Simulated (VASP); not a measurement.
# Sn (I4_1/amd) in VASP: electric field gradients with PBE

Aim: the electric field gradients of Sn with PBE.

Everything below comes from runs of VASP 6.6.1. Logs are shortened: lines on timing, memory, paths and dates and some standing lists are left out, and cuts for length are marked.

## (1) The cell of the first run

Symmetry: I4_1/amd, No. 141, tetragonal system. The conventional cell has a = 4.728 Å, b = 4.728 Å, c = 6.491 Å, α = 90.00°, β = 90.00°, γ = 90.00°. Within 3.8 Å of Sn (site symmetry -4m2) lie 4 Sn at 2.87 Å.

## (2) Electric field gradients, PBE (equal xx and yy strain of +3 %)

INCAR reads:

```
SYSTEM = Sn
PREC     = Accurate       ! precision mode
ENCUT    = 520            ! plane-wave cutoff, eV
EDIFF    = 1E-8           ! SCF threshold, eV
ISMEAR   = -1             ! smearing method
SIGMA    = 0.03           ! smearing width, eV
LREAL    = .False.        ! projectors in reciprocal space
LASPH    = .True.         ! aspherical terms in the spheres
NELM     = 80             ! most SCF steps
ALGO     = Normal         ! electronic algorithm
ISIF     = 2              ! what is computed and relaxed
LWAVE    = .False.        ! write WAVECAR
LCHARG   = .False.        ! write CHGCAR
GGA      = PE             ! functional
LEFG     = .True.       
NBANDS   = 21             ! bands
```

KPOINTS reads:

```
Automatic mesh
0
Gamma
  9 9 9
  0 0 0
```

POSCAR reads:

```
Sn
1.0
    0.0000000000      3.3429680000      3.2456000000
    3.3429680000      0.0000000000      3.2456000000
    3.3429680000      3.3429680000      0.0000000000
Sn
2
Direct
    0.5000000000      0.5000000000      0.5000000000
    0.7500000000      0.7500000000      0.7500000000
```

Potentials or basis: VASP PAW PBE potentials, release 64 (Sn_d).

On the command line:

```sh
> cat potpaw_PBE.64/Sn_d/POTCAR > POTCAR
> mpirun -np 1 vasp_std > vasp.out
```

OUTCAR:

```text
SYSTEM = Sn
   PREC = Accurate
   ENCUT = 520
   EDIFF = 1E-8
   ISMEAR = -1
   LREAL = .False.
   LASPH = .True.
   NELM = 80
   ISIF = 2
   GGA = PE

 ion  position               nearest neighbor table
   1  0.500  0.500  0.500-   2 2.87   2 2.87   2 2.87   2 2.87
   2  0.750  0.750  0.750-   1 2.87   1 2.87   1 2.87   1 2.87

  LATTYP: Found a body centered tetragonal cell.
 ALAT       =     4.7276706842
 C/A-ratio  =     1.3730228761

  Lattice vectors:

 A1 = (   0.0000000000,  -3.3429680000,  -3.2456000000)
 A2 = (   0.0000000000,   3.3429680000,  -3.2456000000)
 A3 = (   3.3429680000,   0.0000000000,   3.2456000000)

Analysis of symmetry for initial positions (statically):
=====================================================================
 Subroutine PRICEL returns:
 Original cell was already a primitive cell.

 Routine SETGRP: Setting up the symmetry group for a
 body centered tetragonal supercell.

 Subroutine GETGRP returns: Found 16 space group operations
 (whereof  8 operations were pure point group operations)
 out of a pool of 16 trial point group operations.

The static configuration has the point symmetry D_2d.
 The point group associated with its full space group is D_4h.

Analysis of symmetry for dynamics (positions and initial velocities):
=====================================================================
 Subroutine PRICEL returns:
 Original cell was already a primitive cell.

 Routine SETGRP: Setting up the symmetry group for a
 body centered tetragonal supercell.

 Subroutine GETGRP returns: Found 16 space group operations
 (whereof  8 operations were pure point group operations)
 out of a pool of 16 trial point group operations.

The dynamic configuration has the point symmetry D_2d.
 The point group associated with its full space group is D_4h.

 Subroutine INISYM returns: Found 16 space group operations
 (whereof  8 operations are pure point group operations),
 and found     1 'primitive' translations

----------------------------------------------------------------------------------------

                                     Primitive cell

  volume of cell :      72.5420

  direct lattice vectors                    reciprocal lattice vectors
     0.000000000  3.342968000  3.245600000    -0.149567690  0.149567690  0.154054720
     3.342968000  0.000000000  3.245600000     0.149567690 -0.149567690  0.154054720
     3.342968000  3.342968000  0.000000000     0.149567690  0.149567690 -0.154054720

  length of vectors
     4.659329824  4.659329824  4.727670684     0.261675074  0.261675074  0.261675074

  position of ions in fractional coordinates (direct lattice)
     0.500000000  0.500000000  0.500000000
     0.750000000  0.750000000  0.750000000

  ion indices of the primitive-cell ions
   primitive index   ion index
                 1           1
                 2           2

----------------------------------------------------------------------------------------

 KPOINTS: Automatic mesh

Automatic generation of k-mesh.
 Grid dimensions read from file:
 generate k-points for:    9    9    9

 Generating k-lattice:

  Cartesian coordinates                     Fractional coordinates (reciprocal lattice)
    -0.016618632  0.016618632  0.017117191     0.111111111  0.000000000  0.000000000
     0.016618632 -0.016618632  0.017117191     0.000000000  0.111111111  0.000000000
     0.016618632  0.016618632 -0.017117191    -0.000000000 -0.000000000  0.111111111

  Length of vectors
     0.029075008  0.029075008  0.029075008

  Shift w.r.t. Gamma in fractional coordinates (k-lattice)
     0.000000000  0.000000000  0.000000000

 Subroutine IBZKPT returns following result:
 ===========================================

 Found     75 irreducible k-points:

 Following reciprocal coordinates:
            Coordinates               Weight
  0.000000  0.000000  0.000000      1.000000
  0.111111 -0.000000  0.000000      8.000000
  0.222222 -0.000000  0.000000      8.000000
  0.333333 -0.000000  0.000000      8.000000
  0.444444 -0.000000  0.000000      8.000000
  0.111111  0.111111  0.000000      2.000000
[... 16 lines left out ...]
 -0.333333  0.333333  0.000000      4.000000
  0.444444  0.444444  0.000000      2.000000
 [... further k-points ...]
   k-points           NKPTS =     75   k-points in BZ     NKDIM =     75   number of bands    NBANDS=     21
   number of dos      NEDOS =    301   number of ions     NIONS =      2
   total plane-waves  NPLWV =  46656
   dimension x,y,z NGX =    36 NGY =   36 NGZ =   36
   dimension x,y,z NGXF=    72 NGYF=   72 NGZF=   72
   ions per type =               2
   NGX,Y,Z   is equivalent  to a cutoff of  12.84, 12.84, 12.66 a.u.
   NGXF,Y,Z  is equivalent  to a cutoff of  25.69, 25.69, 25.32 a.u.
 SYSTEM =  Sn
   PREC   = accura    normal or accurate (medium, high low for compatibility)
   ISTART =      0    job   : 0-new  1-cont  2-samecut
   ICHARG =      2    charge: 1-file 2-atom 10-const
   ISPIN  =      1    spin polarized calculation?
   LNONCOLLINEAR =      F non collinear calculations
   LSORBIT =      F    spin-orbit coupling
   LASPH  =      T    aspherical Exc in radial PAW
   ENCUT  =  520.0 eV  38.22 Ry    6.18 a.u.   8.66  8.66  8.79*2*pi/ulx,y,z
   NELM   =     80;   NELMIN=  2; NELMDL= -5     # of ELM steps
   EDIFF  = 0.1E-07   stopping-criterion for ELM
   LREAL  =      F    real-space projection
   EDIFFG = 0.1E-06   stopping-criterion for IOM
   NSW    =      0    number of steps for IOM
   IBRION =     -1    ionic relax: 0-MD 1-quasi-New 2-CG
   NFREE  =      0    steps in history (QN), initial steepest desc. (CG)
   ISIF   =      2    stress and relaxation
   ISYM   =      2    0-nonsym 1-usesym 2-fastsym
   POTIM  = 0.5000    time-step for ionic-motion
   TEBEG  =    0.0;   TEEND  =   0.0 temperature during run
   PSTRESS=    0.0 pullay stress
   NELECT =      28.0000    total number of electrons
   NUPDOWN=      -1.0000    fix difference up-down
   EMIN   =  10.00;   EMAX   =-10.00  energy-range for DOS
   EFERMI =   0.00;   METHOD = LEGACY
   ISMEAR =    -1;   SIGMA  =   0.03  broadening in eV -4-tet -1-fermi 0-gaus
   EFERMI_NEDOS =   21; number of points for ismear=-14 and -15
   IALGO  =     38    algorithm
   IMIX   =      4    mixing-type and parameters
     AMIX     =   0.40;   BMIX     =  1.00
     AMIX_MAG =   1.60;   BMIX_MAG =  1.00
  volume/ion in A,a.u.               =      36.27       244.77
  Fermi-wavevector in a.u.,A,eV,Ry     =   1.191967  2.252492 19.330970  1.420786
  Thomas-Fermi vector in A             =   2.328017
   LORBIT       =      0    0 simple, 1 ext, 2 COOP (PROOUT), +10 PAW based schemes
   GGA     = PE    functional components
   LHFCALC =     F    Hartree Fock is set to
   AEXX    =    0.0000 exact exchange contribution
   IVDW    =     0    specifies the selected vdW correction
   LEPSILON=     F    determine dielectric tensor
   LRPA    =     F    only Hartree local field effects (RPA)
 non-spin polarized calculation
  energy-cutoff  :      520.00
  volume of cell :       72.54
 maximum number of plane-waves:      1972
   NGX = 17   NGY = 17   NGZ = 17

 number of electron      28.0000000 magnetization

 Free energy of the ion-electron system (eV)
  ---------------------------------------------------
  ext. energy  EPLUGINS =         0.00000000
  ---------------------------------------------------
  free energy    TOTEN  =        -7.68318498 eV

  energy without entropy =       -7.68200618  energy(sigma->0) =       -7.68259558

 E-fermi :   4.9649     XC(G=0):  -8.6175

 val. band max:        4.9623876670   @ k =   0.1111  -0.0000   0.0000
 cond. band min:       5.0530952814   @ k =   0.0000   0.0000   0.0000
 fundamental gap:      0.0907076144
 Fermi energy:         4.9649032312

 k-point     1 :       0.0000    0.0000    0.0000
  band No.  band energies     occupation
      1     -16.5545      2.00000
      2     -16.5456      2.00000
      3     -16.5456      2.00000
      4     -16.4978      2.00000
      5     -16.4959      2.00000
      6     -16.2397      2.00000
[... 13 lines left out ...]
     20      12.6250      0.00000
     21      13.0408      0.00000

 k-point     2 :       0.1111   -0.0000    0.0000
  band No.  band energies     occupation
      1     -16.5598      2.00000
      2     -16.5530      2.00000
      3     -16.5454      2.00000
      4     -16.4871      2.00000
      5     -16.4856      2.00000
      6     -16.2566      2.00000
[... 13 lines left out ...]
     20      11.9865      0.00000
     21      12.2439      0.00000
[... 487 lines left out ...]
      5     -16.3846      2.00000
      6     -16.3576      2.00000
[... 13 lines left out ...]
     20      12.2530      0.00000
     21      15.6353      0.00000

 k-point    24 :       0.4444    0.4444    0.0000
  band No.  band energies     occupation
      1     -16.5853      2.00000
      2     -16.5853      2.00000
      3     -16.4917      2.00000
      4     -16.4404      2.00000
      5     -16.3835      2.00000
      6     -16.3362      2.00000
[... 13 lines left out ...]
     20      14.6098      0.00000
     21      14.8978      0.00000

 [... further k-points ...]
[... 5 lines left out ...]
  --------------------------------------------------------------------------------------
  -------------------------------------------------------------------------------------
  Total        0.1328269      0.1328269      0.4787771      0.0000000      0.0000000      0.0000000
  in kB        2.9336417      2.9336417     10.5743707      0.0000000      0.0000000      0.0000000
  external PRESSURE =       5.4805513 kB  Pullay stress =       0.0000000 kB

 VOLUME and BASIS-vectors are now :
 -----------------------------------------------------------------------------
  energy-cutoff  :      520.00
  volume of cell :       72.54
      direct lattice vectors                 reciprocal lattice vectors
     0.000000000  3.342968000  3.245600000    -0.149567690  0.149567690  0.154054720
     3.342968000  0.000000000  3.245600000     0.149567690 -0.149567690  0.154054720
     3.342968000  3.342968000  0.000000000     0.149567690  0.149567690 -0.154054720

 POSITION                                       TOTAL-FORCE (eV/Angst)
 -----------------------------------------------------------------------------------
      3.34297      3.34297      3.24560         0.000000     -0.000000      0.000000
      5.01445      5.01445      4.86840        -0.000000      0.000000      0.000000
 -----------------------------------------------------------------------------------
    total drift:                                0.000000      0.000000      0.000000

  FREE ENERGIE OF THE ION-ELECTRON SYSTEM (eV)
  ---------------------------------------------------
  free  energy   TOTEN  =        -7.6831849780 eV

  energy  without entropy=       -7.6820061794  energy(sigma->0) =       -7.68259558

 Electric field gradients (V/A^2)
---------------------------------------------------------------------
 ion       V_xx      V_yy      V_zz      V_xy      V_xz      V_yz
---------------------------------------------------------------------
   1      -2.811    -2.811     5.623     0.001     0.002     0.002
   2      -2.811    -2.811     5.623     0.001     0.002     0.002
---------------------------------------------------------------------

 Electric field gradients after diagonalization (V/A^2)
 (convention: |V_zz| > |V_xx| > |V_yy|)
----------------------------------------------------------------------
 ion       V_xx      V_yy      V_zz     asymmetry (V_yy - V_xx)/ V_zz
----------------------------------------------------------------------
   1      -2.813    -2.810     5.623       0.000
   2      -2.813    -2.810     5.623       0.000
----------------------------------------------------------------------

           NMR quadrupolar parameters

 Cq : quadrupolar parameter    Cq=e*Q*V_zz/h
 eta: asymmetry parameters     (V_yy - V_xx)/ V_zz
 Q  : nuclear electric quadrupole moment in mb (millibarn)
----------------------------------------------------------------------
 ion       Cq(MHz)       eta       Q (mb)
----------------------------------------------------------------------
   1       0.014       0.000       1.000
   2       0.014       0.000       1.000
----------------------------------------------------------------------
```

Run time: 60 s. Hardware: 1 thread of AMD EPYC 9R45 (Zen 5), shared host; peak memory 0.22 GiB.

What came out:

| Quantity | Value |
| --- | --- |
| Free energy | -7.6832 eV |
| Pressure | 0.5 GPa |
| Band gap on the k mesh | zero (band 14 reaches 5.05 eV, above the bottom of band 15 at 4.92 eV) |

Levels at points of the mesh, in eV from the Fermi level:
| k point | band 10 | band 11 | band 12 | band 13 | band 14 | band 15 | band 16 | band 17 | band 18 | band 19 |
| --- | --- | --- | --- | --- | --- | --- | --- | --- | --- | --- |
| (0.00, 0.00, 0.00) | -21.19 | -10.15 | -0.99 | 0.09 | 0.09 | 0.27 | 2.14 | 2.26 | 2.26 | 5.04 |

Electric field gradients, principal values (V/Å²):
```tsv
atom	least	middle	greatest (by size)
1 Sn	-2.810	-2.813	5.623
2 Sn	-2.810	-2.813	5.623
```

Caveat: the cell differs from its parent crystal (equal xx and yy strain of +3 %); without QUAD_EFG the Cq values of the log hold for a quadrupole moment of 1 mb, not for the nuclei; spin-orbit coupling is left out, which moves the levels of the heavy elements.
